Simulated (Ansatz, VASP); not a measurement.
# Two plane-wave programs on Pt

```
Pt
1.0
     0.00000    1.86829    2.11397
     1.86829    0.00000    2.11397
     1.86829    1.86829    0.00000
Pt
1
Direct
  0.00000 0.00000 0.00000
```

Alike in both runs: task single point; functional LDA; k mesh 22 × 22 × 22; occupations gaussian, width 0.15 eV; no spin polarisation.

```csv
,VASP,Ansatz
version,VASP 6.6.1,Ansatz 0.2.0
potentials or method,"VASP PAW LDA potentials, release 64 (Pt), cutoff 520 eV","scalar-relativistic, plane waves, PAW"
valence electrons in the cell,10,18
```

Ansatz gave:

```
gap on the k mesh at the Fermi level (eV)                     : none
pressure (GPa)                                                : 2.5
traceless stress, the component that is largest in VASP (GPa) : -12.27
```

**Question.** What did VASP give for the same quantities?

**Answer.** gap on the k mesh at the Fermi level (eV): none; pressure (GPa): 3.3; traceless stress, the component that is largest in VASP (GPa): -12.29.

LDA's correlation is that of Perdew and Zunger in VASP and of Perdew and Wang (1992) in Ansatz. A gap of «none» marks a metal or a gap that the smearing closes. VASP's potentials hold 10 valence electrons a cell and Ansatz's 18, so a difference there can come from the potentials and not from the codes.

Neither program's run includes spin-orbit coupling.
